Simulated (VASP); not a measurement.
# Al (C222_1) in VASP: further runs

Al is run at these levels: PBE+D3(BJ); tasks: single point.

Everything below comes from runs of VASP 6.6.1. Logs are shortened: lines on timing, memory, paths and dates and some standing lists are left out, and cuts for length are marked.

## (1) The cell of the first run

Symmetry: C222_1, No. 20, orthorhombic system. Conventional cell: a = 2.927 Å, b = 5.070 Å, c = 9.241 Å, α = 90.00°, β = 90.00°, γ = 90.00°. Within 3.5 Å of Al (site symmetry 2) lie 12 Al at 2.69 to 3.07 Å. Within 3.5 Å of Al (site symmetry 2) lie 12 Al at 2.69 to 3.07 Å.

## (2) Single point, PBE+D3(BJ)

The input, INCAR:

```
SYSTEM = Al
PREC = Accurate
ENCUT = 520
EDIFF = 1E-6
ISMEAR = 0
SIGMA = 0.15
LREAL = .FALSE.
LASPH = .TRUE.
NELM = 60
ALGO = Fast
ISIF = 2
LWAVE = .FALSE.
LCHARG = .FALSE.
GGA = PE
IVDW = 12
NBANDS = 14
```

The input, KPOINTS:

```
regular mesh
0
G
  18 18 4
  0 0 0
```

The input, POSCAR:

```
Al
1.0
    2.9269991555      0.0000000000      0.0000000000
   -1.4634995778      2.5348556255      0.0000000000
    0.0000000000      0.0000000000      9.2410470711
Al
4
Direct
   -0.1294048887      0.0000000000      0.0000000000
    0.3333333333      0.6666666667      0.2500000000
    0.1294048887      0.0000000000      0.5000000000
    0.6666666667      0.3333333333      0.7500000000
```

Potentials or basis: VASP PAW PBE potentials, release 64 (Al).

Launch:

```
$ cat potpaw_PBE.64/Al/POTCAR > POTCAR
$ mpirun -np 1 vasp_std > vasp.out
```

OUTCAR:

```text
SYSTEM = Al
   PREC = Accurate
   ENCUT = 520
   EDIFF = 1E-6
   ISMEAR = 0
   LREAL = .FALSE.
   LASPH = .TRUE.
   NELM = 60
   ISIF = 2
   GGA = PE
   IVDW = 12
 IVDW          = 12

 ion  position               nearest neighbor table
   1  0.871  0.000  0.000-   4 2.69   2 2.69   2 2.89   4 2.89   2 3.07   4 3.07
   2  0.333  0.667  0.250-   3 2.69   1 2.69   1 2.89   3 2.89   1 3.07   3 3.07
   3  0.129  0.000  0.500-   2 2.69   4 2.69   4 2.89   2 2.89   4 3.07   2 3.07
   4  0.667  0.333  0.750-   1 2.69   3 2.69   3 2.89   1 2.89   3 3.07   1 3.07

  LATTYP: Found a hexagonal cell.
 ALAT       =     2.9269991555
 C/A-ratio  =     3.1571744917

  Lattice vectors:

 A1 = (   2.9269991555,   0.0000000000,   0.0000000000)
 A2 = (  -1.4634995778,   2.5348556255,   0.0000000000)
 A3 = (   0.0000000000,   0.0000000000,   9.2410470711)

Analysis of symmetry for initial positions (statically):
=====================================================================
 Subroutine PRICEL returns:
 Original cell was already a primitive cell.

 Routine SETGRP: Setting up the symmetry group for a
 hexagonal supercell.

 Subroutine GETGRP returns: Found  4 space group operations
 (whereof  2 operations were pure point group operations)
 out of a pool of 24 trial point group operations.

The static configuration has the point symmetry C_2 .
 The point group associated with its full space group is D_2 .

Analysis of symmetry for dynamics (positions and initial velocities):
=====================================================================
 Subroutine PRICEL returns:
 Original cell was already a primitive cell.

 Routine SETGRP: Setting up the symmetry group for a
 hexagonal supercell.

 Subroutine GETGRP returns: Found  4 space group operations
 (whereof  2 operations were pure point group operations)
 out of a pool of 24 trial point group operations.

The dynamic configuration has the point symmetry C_2 .
 The point group associated with its full space group is D_2 .

 Subroutine INISYM returns: Found  4 space group operations
 (whereof  2 operations are pure point group operations),
 and found     1 'primitive' translations

----------------------------------------------------------------------------------------

                                     Primitive cell

  volume of cell :      68.5641

  direct lattice vectors                    reciprocal lattice vectors
     2.926999155  0.000000000  0.000000000     0.341646836  0.197249893  0.000000000
    -1.463499578  2.534855626  0.000000000     0.000000000  0.394499785  0.000000000
     0.000000000  0.000000000  9.241047071     0.000000000  0.000000000  0.108212846

  length of vectors
     2.926999155  2.926999156  9.241047071     0.394499785  0.394499785  0.108212846

  position of ions in fractional coordinates (direct lattice)
     0.870595111  0.000000000  0.000000000
     0.333333333  0.666666667  0.250000000
     0.129404889  0.000000000  0.500000000
     0.666666667  0.333333333  0.750000000

  ion indices of the primitive-cell ions
   primitive index   ion index
                 1           1
                 2           2
                 3           3
                 4           4

----------------------------------------------------------------------------------------

 KPOINTS: regular mesh

Automatic generation of k-mesh.
 Grid dimensions read from file:
 generate k-points for:   18   18    4

 Generating k-lattice:

  Cartesian coordinates                     Fractional coordinates (reciprocal lattice)
     0.018980380  0.010958327  0.000000000     0.055555556  0.000000000  0.000000000
     0.000000000  0.021916655  0.000000000     0.000000000  0.055555556  0.000000000
     0.000000000  0.000000000  0.027053211     0.000000000  0.000000000  0.250000000

  Length of vectors
     0.021916655  0.021916655  0.027053211

  Shift w.r.t. Gamma in fractional coordinates (k-lattice)
     0.000000000  0.000000000  0.000000000

 Subroutine IBZKPT returns following result:
 ===========================================

 Found    273 irreducible k-points:

 Following reciprocal coordinates:
            Coordinates               Weight
  0.000000  0.000000  0.000000      1.000000
  0.055556  0.000000  0.000000      4.000000
  0.000000  0.055556  0.000000      2.000000
  0.111111  0.000000  0.000000      4.000000
  0.000000  0.111111  0.000000      2.000000
  0.166667 -0.000000  0.000000      4.000000
[... 16 lines left out ...]
 -0.055556  0.166667  0.000000      4.000000
 -0.166667  0.111111  0.000000      4.000000
 [... further k-points ...]
   k-points           NKPTS =    273   k-points in BZ     NKDIM =    273   number of bands    NBANDS=     14
   number of dos      NEDOS =    301   number of ions     NIONS =      4
   total plane-waves  NPLWV =  40320
   dimension x,y,z NGX =    24 NGY =   24 NGZ =   70
   dimension x,y,z NGXF=    48 NGYF=   48 NGZF=  140
   ions per type =               4
   NGX,Y,Z   is equivalent  to a cutoff of  13.63, 13.63, 12.59 a.u.
   NGXF,Y,Z  is equivalent  to a cutoff of  27.26, 27.26, 25.19 a.u.
 SYSTEM =  Al
   PREC   = accura    normal or accurate (medium, high low for compatibility)
   ISTART =      0    job   : 0-new  1-cont  2-samecut
   ICHARG =      2    charge: 1-file 2-atom 10-const
   ISPIN  =      1    spin polarized calculation?
   LNONCOLLINEAR =      F non collinear calculations
   LSORBIT =      F    spin-orbit coupling
   LASPH  =      T    aspherical Exc in radial PAW
   ENCUT  =  520.0 eV  38.22 Ry    6.18 a.u.   5.44  5.44 17.18*2*pi/ulx,y,z
   NELM   =     60;   NELMIN=  2; NELMDL= -5     # of ELM steps
   EDIFF  = 0.1E-05   stopping-criterion for ELM
   LREAL  =      F    real-space projection
   EDIFFG = 0.1E-04   stopping-criterion for IOM
   NSW    =      0    number of steps for IOM
   IBRION =     -1    ionic relax: 0-MD 1-quasi-New 2-CG
   NFREE  =      0    steps in history (QN), initial steepest desc. (CG)
   ISIF   =      2    stress and relaxation
   ISYM   =      2    0-nonsym 1-usesym 2-fastsym
   POTIM  = 0.5000    time-step for ionic-motion
   TEBEG  =    0.0;   TEEND  =   0.0 temperature during run
   PSTRESS=    0.0 pullay stress
   NELECT =      12.0000    total number of electrons
   NUPDOWN=      -1.0000    fix difference up-down
   EMIN   =  10.00;   EMAX   =-10.00  energy-range for DOS
   EFERMI =   0.00;   METHOD = LEGACY
   ISMEAR =     0;   SIGMA  =   0.15  broadening in eV -4-tet -1-fermi 0-gaus
   EFERMI_NEDOS =   21; number of points for ismear=-14 and -15
   IALGO  =     68    algorithm
   IMIX   =      4    mixing-type and parameters
     AMIX     =   0.40;   BMIX     =  1.00
     AMIX_MAG =   1.60;   BMIX_MAG =  1.00
  volume/ion in A,a.u.               =      17.14       115.67
  Fermi-wavevector in a.u.,A,eV,Ry     =   0.915735  1.730487 11.409433  0.838570
  Thomas-Fermi vector in A             =   2.040510
   LORBIT       =      0    0 simple, 1 ext, 2 COOP (PROOUT), +10 PAW based schemes
   GGA     = PE    functional components
   LHFCALC =     F    Hartree Fock is set to
   AEXX    =    0.0000 exact exchange contribution
   IVDW    =    12    specifies the selected vdW correction
   LEPSILON=     F    determine dielectric tensor
   LRPA    =     F    only Hartree local field effects (RPA)
 non-spin polarized calculation
 RMM-DIIS sequential band-by-band and
 Gauss-broadening in eV      SIGMA  =   0.15
  energy-cutoff  :      520.00
  volume of cell :       68.56
 maximum number of plane-waves:      1907
 NGX is ok and might be reduce to    24
   NGX = 11   NGY = 11   NGZ = 35

 number of electron      12.0000000 magnetization

 Free energy of the ion-electron system (eV)
  ---------------------------------------------------
  ext. energy  EPLUGINS =         0.00000000
  ---------------------------------------------------
  free energy    TOTEN  =       -14.80719645 eV

  energy without entropy =      -14.78831847  energy(sigma->0) =      -14.79775746

 E-fermi :   7.5873     XC(G=0): -10.0547

 val. band max:        7.5853750406   @ k =   0.3889   0.2222   0.5000
 cond. band min:       7.5928044481   @ k =  -0.4444   0.3333   0.0000
 fundamental gap:      0.0074294075
 Fermi energy:         7.5873163267

 k-point     1 :       0.0000    0.0000    0.0000
  band No.  band energies     occupation
      1      -3.2710      2.00000
      2      -1.5480      2.00000
      3      -1.5477      2.00000
      4       3.3256      2.00000
      5       3.6928      2.00000
      6      11.5483      0.00000
      7      11.5551      0.00000
      8      17.5132      0.00000
      9      17.5655      0.00000
     10      17.7820      0.00000
     11      17.7825      0.00000
     12      18.8621      0.00000
     13      18.9574      0.00000
     14      18.9896      0.00000

 k-point     2 :       0.0556    0.0000    0.0000
  band No.  band energies     occupation
      1      -3.2000      2.00000
      2      -1.4778      2.00000
      3      -1.4775      2.00000
      4       3.3910      2.00000
      5       3.7625      2.00000
      6      11.5956      0.00000
      7      11.6118      0.00000
      8      16.1072      0.00000
      9      16.6035      0.00000
     10      17.3522      0.00000
     11      17.4596      0.00000
     12      17.7660      0.00000
     13      17.9839      0.00000
     14      18.4198      0.00000
[... 343 lines left out ...]
      1      -2.7744      2.00000
      2      -1.0573      2.00000
      3      -1.0569      2.00000
      4       3.7839      2.00000
      5       4.1780      2.00000
      6      11.7860      0.00000
      7      11.9186      0.00000
      8      13.2598      0.00000
      9      14.3882      0.00000
     10      14.5821      0.00000
     11      14.6797      0.00000
     12      15.6925      0.00000
     13      15.7199      0.00000
     14      17.8427      0.00000

 k-point    24 :      -0.1667    0.1111    0.0000
  band No.  band energies     occupation
      1      -2.7744      2.00000
      2      -1.0573      2.00000
      3      -1.0570      2.00000
      4       3.7829      2.00000
      5       4.1784      2.00000
      6      11.7449      0.00000
      7      11.8929      0.00000
      8      13.4106      0.00000
      9      14.3384      0.00000
     10      14.5776      0.00000
     11      14.6205      0.00000
     12      15.6839      0.00000
     13      15.7643      0.00000
     14      17.9339      0.00000

 [... further k-points ...]

------------------------ aborting loop because EDIFF is reached ----------------------------------------

 Edisp (eV)   -1.29357

 E8    (eV) :    -0.5782

  FORCE on cell =-STRESS in cart. coord.  units (eV):
  Direction    XX          YY          ZZ          XY          YZ          ZX
  --------------------------------------------------------------------------------------
  -------------------------------------------------------------------------------------
  Total      -2.52339    -2.51860    -0.67340     0.00000     0.00000     0.00000
  in kB     -58.96538   -58.85346   -15.73583     0.00000     0.00000     0.00000
  external pressure =      -44.52 kB  Pullay stress =        0.00 kB

 VOLUME and BASIS-vectors are now :
 -----------------------------------------------------------------------------
  energy-cutoff  :      520.00
  volume of cell :       68.56
      direct lattice vectors                 reciprocal lattice vectors
     2.926999155  0.000000000  0.000000000     0.341646836  0.197249893  0.000000000
    -1.463499578  2.534855626  0.000000000     0.000000000  0.394499785  0.000000000
     0.000000000  0.000000000  9.241047071     0.000000000  0.000000000  0.108212846

 POSITION                                       TOTAL-FORCE (eV/Angst)
 -----------------------------------------------------------------------------------
      2.54823      0.00000      0.00000         0.276708      0.000000      0.000000
     -0.00000      1.68990      2.31026         0.000000     -0.163570      0.000000
      0.37877      0.00000      4.62052        -0.276708      0.000000      0.000000
      1.46350      0.84495      6.93079        -0.000000      0.163570      0.000000
 -----------------------------------------------------------------------------------
    total drift:                                0.000000     -0.000000     -0.000000

  FREE ENERGIE OF THE ION-ELECTRON SYSTEM (eV)
  ---------------------------------------------------
  free  energy   TOTEN  =       -16.1007636275 eV

  energy  without entropy=      -16.0818856436  energy(sigma->0) =      -16.09132464
```

Run time: 2.8 min. Hardware: 1 thread of Intel Xeon 6975P-C, shared host; peak memory 0.34 GiB.

Results:

* Free energy: -16.1008 eV
* Pressure: -4.5 GPa
* Largest force: 0.277 eV/Å
* Band gap on the k mesh: zero (band 6 reaches 11.79 eV, above the bottom of band 7 at 5.91 eV)
* Dispersion energy per atom: -0.323 eV

Forces in eV/Å, atoms in the order of the input:
```
Al   0.277  0.000  0.000
Al   0.000 -0.164  0.000
Al  -0.277  0.000  0.000
Al   0.000  0.164  0.000
```

Stress tensor (GPa, compression positive):
```
-5.90  0.00  0.00
 0.00 -5.89  0.00
 0.00  0.00 -1.57
```

Levels at points of the mesh, in eV from the Fermi level:
```tsv
k point	band 3	band 4	band 5	band 6	band 7	band 8	band 9	band 10
(0.00, 0.00, 0.00)	-9.14	-4.26	-3.89	3.96	3.97	9.93	9.98	10.19
(0.50, 0.00, 0.00)	-3.77	-3.72	-3.39	-3.34	1.09	1.19	1.64	1.71
(0.00, 0.50, 0.00)	-3.85	-3.72	-3.38	-3.22	0.83	1.38	1.54	1.82
(0.00, 0.00, 0.50)	-7.01	-7.01	-0.39	-0.39	8.74	8.74	10.17	10.17
(0.50, 0.00, 0.50)	-4.72	-4.72	-1.89	-1.89	-1.02	-1.02	4.60	4.60
(0.00, 0.50, 0.50)	-4.71	-4.71	-1.79	-1.79	-1.12	-1.12	4.57	4.57
```

Caveat: pairwise dispersion overbinds metals, which lowers pressure and volume.

## (3) Single point, PBE+D3(BJ)

The input, INCAR:

```
  PREC = Accurate
  ENCUT = 520
  EDIFF = 1E-6
  ISMEAR = 0
  SIGMA = 0.15
  LREAL = F
  LASPH = T
  NELM = 80
  ALGO = Fast
  ISIF = 2
  LWAVE = F
  LCHARG = F
  GGA = PE
  IVDW = 12
  NBANDS = 14
```

The input, KPOINTS:

```
regular mesh
0
Gamma
  18 18 4
```

The input, POSCAR:

```
Al
1.0
    2.9269991555      0.0000000000      0.0000000000
   -1.4634995778      2.5348556255      0.0000000000
    0.0000000000      0.0000000000      9.2410470711
Al
4
Direct
   -0.0862699258      0.0000000000      0.0000000000
    0.3333333333      0.6666666667      0.2500000000
    0.0862699258      0.0000000000      0.5000000000
    0.6666666667      0.3333333333      0.7500000000
```

Potentials or basis: VASP PAW PBE potentials, release 64 (Al).

Launch:

```
$ cat potpaw_PBE.64/Al/POTCAR > POTCAR
$ mpirun -np 1 vasp_std > vasp.out
```

It took 2.5 min on 1 thread of Intel Xeon 6975P-C, shared host; peak memory 0.34 GiB.

The run converged. Its results:

```yaml
Free_energy: -16.1578 eV
Pressure: -5.1 GPa
Largest_force: 0.177 eV/Å
Band_gap_on_the_k_mesh: zero (band 6 reaches 11.83 eV, above the bottom of band 7 at 5.95 eV)
Dispersion_energy_per_atom: -0.323 eV
```

Forces in eV/Å, atoms in the order of the input:
```
Al   0.177  0.000  0.000
Al   0.000 -0.074  0.000
Al  -0.177  0.000  0.000
Al   0.000  0.074  0.000
```

Stress tensor (GPa, compression positive):
```
-6.08  0.00  0.00
 0.00 -6.08  0.00
 0.00  0.00 -3.00
```

Levels at points of the mesh, in eV from the Fermi level:
```
           k point  band 3  band 4  band 5  band 6  band 7  band 8  band 9  band 10
(0.00, 0.00, 0.00)   -9.14   -4.26   -3.90    3.98    3.99    9.88   10.00    10.06
(0.50, 0.00, 0.00)   -3.81   -3.73   -3.38   -3.28    0.98    1.30    1.58     1.76
(0.00, 0.50, 0.00)   -3.85   -3.73   -3.38   -3.22    0.87    1.38    1.54     1.81
(0.00, 0.00, 0.50)   -7.01   -7.01   -0.39   -0.39    8.83    8.83   10.16    10.16
(0.50, 0.00, 0.50)   -4.72   -4.72   -1.83   -1.83   -1.07   -1.07    4.68     4.68
(0.00, 0.50, 0.50)   -4.71   -4.71   -1.78   -1.78   -1.13   -1.13    4.66     4.66
```

Caveat: pairwise dispersion overbinds metals, which lowers pressure and volume.
